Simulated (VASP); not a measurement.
# Al5As (P6/mmm) in VASP: relaxation of cell and atoms with PBE

Aim: the relaxation of cell and atoms of Al5As with PBE.

All numbers are computed with VASP 6.6.1; they aren't measurements. Logs are shortened: lines on timing, memory, paths and dates and some standing lists are left out, and cuts for length are marked.

### Step 1. The cell of the first run

It takes space group P6/mmm (No. 191, hexagonal). Conventional cell: a = 5.414 Å, b = 5.414 Å, c = 7.798 Å, α = 90.00°, β = 90.00°, γ = 120.00°. Al (site symmetry 6mm) has 1 As at 2.50 Å and 1 Al at 2.80 Å within 3.3 Å. Within 3.7 Å of Al (site symmetry mmm) lie 8 Al at 2.71 to 3.69 Å and 2 As at 2.71 Å. As (site symmetry 6/mmm) has 8 Al at 2.50 to 2.71 Å within 3.3 Å.

The cell was generated, and may not be a known phase.

### Step 2. Relaxation of cell and atoms, PBE

Contents of INCAR:

```
PREC = Accurate
ENCUT = 600
EDIFF = 1E-7
ISMEAR = 0
SIGMA = 0.1
LREAL = F
LASPH = T
NELM = 80
ALGO = Fast
ISIF = 3
LWAVE = F
LCHARG = F
GGA = PE
IBRION = 2
NSW = 100
EDIFFG = -0.01
```

Contents of KPOINTS:

```
Automatic mesh
0
Gamma
  12 12 6
```

Contents of POSCAR:

```
Al5As
1.0
    5.4143701876      0.0000000000      0.0000000000
   -2.7071850938      4.6889821279      0.0000000000
    0.0000000000      0.0000000000      7.7981920098
Al As
5 1
Direct
    0.0000000000      0.0000000000      0.1793374794
    0.0000000000      0.0000000000      0.8206625206
    0.5000000000      0.0000000000      0.5000000000
    0.0000000000      0.5000000000      0.5000000000
    0.5000000000      0.5000000000      0.5000000000
    0.0000000000      0.0000000000      0.5000000000
```

Potentials or basis: VASP PAW PBE potentials, release 64 (Al, As).

Started as:

```bash
cat potpaw_PBE.64/Al/POTCAR potpaw_PBE.64/As/POTCAR > POTCAR
mpirun -np 1 vasp_std > vasp.out
```

OUTCAR:

```text
PREC = Accurate
   ENCUT = 600
   EDIFF = 1E-7
   ISMEAR = 0
   LREAL = F
   LASPH = T
   NELM = 80
   ISIF = 3
   GGA = PE
   IBRION = 2
   NSW = 100
   EDIFFG = -0.01

 ion  position               nearest neighbor table
   1  0.000  0.000  0.179-   6 2.50   2 2.80
   2  0.000  0.000  0.821-   6 2.50   1 2.80
   3  0.500  0.000  0.500-   4 2.71   5 2.71   5 2.71   4 2.71   6 2.71   6 2.71
   4  0.000  0.500  0.500-   3 2.71   6 2.71   6 2.71   3 2.71   5 2.71   5 2.71
   5  0.500  0.500  0.500-   3 2.71   6 2.71   3 2.71   6 2.71   4 2.71   4 2.71
   6  0.000  0.000  0.500-   1 2.50   2 2.50   4 2.71   5 2.71   4 2.71   5 2.71   3 2.71   3 2.71

  LATTYP: Found a hexagonal cell.
 ALAT       =     5.4143701876
 C/A-ratio  =     1.4402768447

  Lattice vectors:

 A1 = (   5.4143701876,   0.0000000000,   0.0000000000)
 A2 = (  -2.7071850938,   4.6889821279,   0.0000000000)
 A3 = (   0.0000000000,   0.0000000000,   7.7981920098)

Analysis of symmetry for initial positions (statically):
=====================================================================
 Subroutine PRICEL returns:
 Original cell was already a primitive cell.

 Routine SETGRP: Setting up the symmetry group for a
 hexagonal supercell.

 Subroutine GETGRP returns: Found 24 space group operations
 (whereof 24 operations were pure point group operations)
 out of a pool of 24 trial point group operations.

The static configuration has the point symmetry D_6h.

Analysis of symmetry for dynamics (positions and initial velocities):
=====================================================================
 Subroutine PRICEL returns:
 Original cell was already a primitive cell.

 Routine SETGRP: Setting up the symmetry group for a
 hexagonal supercell.

 Subroutine GETGRP returns: Found 24 space group operations
 (whereof 24 operations were pure point group operations)
 out of a pool of 24 trial point group operations.

The dynamic configuration has the point symmetry D_6h.

 Subroutine INISYM returns: Found 24 space group operations
 (whereof 24 operations are pure point group operations),
 and found     1 'primitive' translations

----------------------------------------------------------------------------------------

                                     Primitive cell

  volume of cell :     197.9796

  direct lattice vectors                    reciprocal lattice vectors
     5.414370188  0.000000000  0.000000000     0.184693688  0.106632951  0.000000000
    -2.707185094  4.688982128  0.000000000     0.000000000  0.213265901  0.000000000
     0.000000000  0.000000000  7.798192010     0.000000000  0.000000000  0.128234852

  length of vectors
     5.414370188  5.414370188  7.798192010     0.213265901  0.213265901  0.128234852

  position of ions in fractional coordinates (direct lattice)
     0.000000000  0.000000000  0.179337479
     0.000000000  0.000000000  0.820662521
     0.500000000  0.000000000  0.500000000
     0.000000000  0.500000000  0.500000000
     0.500000000  0.500000000  0.500000000
     0.000000000  0.000000000  0.500000000

  ion indices of the primitive-cell ions
   primitive index   ion index
                 1           1
                 2           2
                 3           3
                 4           4
                 5           5
                 6           6

----------------------------------------------------------------------------------------

 KPOINTS: Automatic mesh

Automatic generation of k-mesh.
 Grid dimensions read from file:
 generate k-points for:   12   12    6

 Generating k-lattice:

  Cartesian coordinates                     Fractional coordinates (reciprocal lattice)
     0.015391141  0.008886079  0.000000000     0.083333333  0.000000000  0.000000000
     0.000000000  0.017772158  0.000000000     0.000000000  0.083333333  0.000000000
     0.000000000  0.000000000  0.021372475     0.000000000  0.000000000  0.166666667

  Length of vectors
     0.017772158  0.017772158  0.021372475

  Shift w.r.t. Gamma in fractional coordinates (k-lattice)
     0.000000000  0.000000000  0.000000000

 Subroutine IBZKPT returns following result:
 ===========================================

 Found     76 irreducible k-points:

 Following reciprocal coordinates:
            Coordinates               Weight
  0.000000  0.000000  0.000000      1.000000
  0.083333  0.000000  0.000000      6.000000
  0.166667 -0.000000  0.000000      6.000000
  0.250000  0.000000  0.000000      6.000000
  0.333333 -0.000000  0.000000      6.000000
  0.416667  0.000000  0.000000      6.000000
[... 16 lines left out ...]
  0.250000  0.000000  0.166667     12.000000
  0.333333 -0.000000  0.166667     12.000000
 [... further k-points ...]
   k-points           NKPTS =     76   k-points in BZ     NKDIM =     76   number of bands    NBANDS=     14
   number of dos      NEDOS =    301   number of ions     NIONS =      6
   total plane-waves  NPLWV = 147456
   dimension x,y,z NGX =    48 NGY =   48 NGZ =   64
   dimension x,y,z NGXF=    96 NGYF=   96 NGZF=  128
   ions per type =               5   1
   NGX,Y,Z   is equivalent  to a cutoff of  14.74, 14.74, 13.64 a.u.
   NGXF,Y,Z  is equivalent  to a cutoff of  29.48, 29.48, 27.29 a.u.
 SYSTEM =  unknown system
   PREC   = accura    normal or accurate (medium, high low for compatibility)
   ISTART =      0    job   : 0-new  1-cont  2-samecut
   ICHARG =      2    charge: 1-file 2-atom 10-const
   ISPIN  =      1    spin polarized calculation?
   LNONCOLLINEAR =      F non collinear calculations
   LSORBIT =      F    spin-orbit coupling
   LASPH  =      T    aspherical Exc in radial PAW
   ENCUT  =  600.0 eV  44.10 Ry    6.64 a.u.  10.81 10.81 15.57*2*pi/ulx,y,z
   NELM   =     80;   NELMIN=  2; NELMDL= -5     # of ELM steps
   EDIFF  = 0.1E-06   stopping-criterion for ELM
   LREAL  =      F    real-space projection
   EDIFFG = -.1E-01   stopping-criterion for IOM
   NSW    =    100    number of steps for IOM
   IBRION =      2    ionic relax: 0-MD 1-quasi-New 2-CG
   NFREE  =      1    steps in history (QN), initial steepest desc. (CG)
   ISIF   =      3    stress and relaxation
   ISYM   =      2    0-nonsym 1-usesym 2-fastsym
   POTIM  = 0.5000    time-step for ionic-motion
   TEBEG  =    0.0;   TEEND  =   0.0 temperature during run
   PSTRESS=    0.0 pullay stress
   NELECT =      20.0000    total number of electrons
   NUPDOWN=      -1.0000    fix difference up-down
   EMIN   =  10.00;   EMAX   =-10.00  energy-range for DOS
   EFERMI =   0.00;   METHOD = LEGACY
   ISMEAR =     0;   SIGMA  =   0.10  broadening in eV -4-tet -1-fermi 0-gaus
   EFERMI_NEDOS =   21; number of points for ismear=-14 and -15
   IALGO  =     68    algorithm
   IMIX   =      4    mixing-type and parameters
     AMIX     =   0.40;   BMIX     =  1.00
     AMIX_MAG =   1.60;   BMIX_MAG =  1.00
  volume/ion in A,a.u.               =      33.00       222.67
  Fermi-wavevector in a.u.,A,eV,Ry     =   0.762450  1.440822  7.909474  0.581330
  Thomas-Fermi vector in A             =   1.861914
   LORBIT       =      0    0 simple, 1 ext, 2 COOP (PROOUT), +10 PAW based schemes
   GGA     = PE    functional components
   LHFCALC =     F    Hartree Fock is set to
   AEXX    =    0.0000 exact exchange contribution
   IVDW    =     0    specifies the selected vdW correction
   LEPSILON=     F    determine dielectric tensor
   LRPA    =     F    only Hartree local field effects (RPA)
 conjugate gradient relaxation of ions
 non-spin polarized calculation
 RMM-DIIS sequential band-by-band and
 Gauss-broadening in eV      SIGMA  =   0.10
  energy-cutoff  :      600.00
  volume of cell :      197.98
 maximum number of plane-waves:      6637
 NGX is ok and might be reduce to    48
   NGX = 21   NGY = 21   NGZ = 31

--------------------------------------- Ionic step        1  -------------------------------------------

 number of electron      20.0000000 magnetization

 Free energy of the ion-electron system (eV)
  ---------------------------------------------------
  ext. energy  EPLUGINS =         0.00000000
  ---------------------------------------------------
  free energy    TOTEN  =       -18.60925139 eV

  energy without entropy =      -18.59202838  energy(sigma->0) =      -18.60063989

------------------------ aborting loop because EDIFF is reached ----------------------------------------

  FORCE on cell =-STRESS in cart. coord.  units (eV):
  Direction    XX          YY          ZZ          XY          YZ          ZX
  --------------------------------------------------------------------------------------
  -------------------------------------------------------------------------------------
  Total        0.2422374      0.2422374      1.3552328      0.0000000      0.0000000      0.0000000
  in kB        1.9603400      1.9603400     10.9674092      0.0000000      0.0000000      0.0000000
  external PRESSURE =       4.9626964 kB  Pullay stress =       0.0000000 kB
[... 265 lines left out ...]
  energy  without entropy=      -18.6170936258  energy(sigma->0) =      -18.62239031

--------------------------------------- Ionic step        8  -------------------------------------------

 number of electron      20.0000000 magnetization

 Free energy of the ion-electron system (eV)
  ---------------------------------------------------
  ext. energy  EPLUGINS =         0.00000000
  ---------------------------------------------------
  free energy    TOTEN  =       -18.62775628 eV

  energy without entropy =      -18.61698263  energy(sigma->0) =      -18.62236946

 E-fermi :   2.2103     XC(G=0):  -7.1656

 val. band max:        2.2101441364   @ k =   0.2500   0.0833   0.5000
 cond. band min:       2.2252425935   @ k =   0.4167   0.0833   0.1667
 fundamental gap:      0.0150984572
 Fermi energy:         2.2102836837

 k-point     1 :       0.0000    0.0000    0.0000
  band No.  band energies     occupation
      1     -10.2856      2.00000
      2      -3.7092      2.00000
      3      -3.6352      2.00000
      4      -2.6427      2.00000
      5      -2.6427      2.00000
      6      -2.6289      2.00000
      7      -0.6258      2.00000
      8       0.2817      2.00000
      9       0.2817      2.00000
     10       2.2750      0.36041
     11       2.7427      0.00000
     12       3.3948      0.00000
     13       3.6659      0.00000
     14       3.6659      0.00000
[... 375 lines left out ...]
 k-point    24 :       0.3333   -0.0000    0.1667
  band No.  band energies     occupation
      1     -10.0561      2.00000
      2      -5.2574      2.00000
      3      -3.6321      2.00000
      4      -3.1602      2.00000
      5      -2.5974      2.00000
      6      -2.1069      2.00000
      7       0.2881      2.00000
      8       0.8171      2.00000
      9       1.8526      2.00000
     10       2.1540      1.57397
     11       2.7032      0.00000
     12       2.7168      0.00000
     13       3.3917      0.00000
     14       4.0383      0.00000

 [... further k-points ...]
[... 5 lines left out ...]
  --------------------------------------------------------------------------------------
  -------------------------------------------------------------------------------------
  Total        0.0104270      0.0104270      0.0280354      0.0000000      0.0000000      0.0000000
  in kB        0.0821229      0.0821229      0.2208062      0.0000000      0.0000000      0.0000000
  external PRESSURE =       0.1283507 kB  Pullay stress =       0.0000000 kB
[... 21 lines left out ...]
  FREE ENERGIE OF THE ION-ELECTRON SYSTEM (eV)
  ---------------------------------------------------
  free  energy   TOTEN  =       -18.6277562840 eV

  energy  without entropy=      -18.6169826286  energy(sigma->0) =      -18.62236946

 reached required accuracy - stopping structural energy minimisation
```

Wall time 32 min (1 thread of AMD EPYC 7R43 (Zen 3), shared host); peak memory 0.53 GiB.

Results:

```yaml
Free_energy: -18.6278 eV
Relaxed_volume: 33.90 Å³/atom
Relaxed_cell: a = 5.429 Å, b = 5.429 Å, c = 7.969 Å, α = 90.00°, β = 90.00°, γ = 120.00°
Space_group_after_relaxing_to_0.1_Å: P6/mmm (No. 191)
Energy_gained_by_relaxing: 3.1 meV/atom
Ionic_steps: 8
Pressure_after_relaxing: 0.0 GPa
Band_gap_on_the_k_mesh: zero (bands 10 and 11 overlap by 1.73 eV)
```

Step by step:
```csv
step,energy change (eV),largest force (eV/Å),pressure (GPa),volume (Å³)
1,0.0000,0.0219,0.50,197.98
2,-0.0120,0.1078,0.18,200.92
3,-0.0141,0.1541,-0.04,202.59
4,-0.0163,0.1102,-0.02,202.76
5,-0.0180,0.0427,0.03,203.04
6,-0.0181,0.0300,0.04,203.10
7,-0.0184,0.0140,0.00,203.56
8,-0.0185,0.0007,0.01,203.43
```

Final structure:
```yaml
crystal:
  lattice:
    - [5.42931, 0.00000, 0.00000]
    - [-2.71465, 4.70192, 0.00000]
    - [0.00000, 0.00000, 7.96870]
  atoms:
    - { symbol: Al, position: [0.00000, 0.00000, 0.18316] }
    - { symbol: Al, position: [0.00000, 0.00000, 0.81684] }
    - { symbol: Al, position: [0.50000, 0.00000, 0.50000] }
    - { symbol: Al, position: [0.00000, 0.50000, 0.50000] }
    - { symbol: Al, position: [0.50000, 0.50000, 0.50000] }
    - { symbol: As, position: [0.00000, 0.00000, 0.50000] }
```
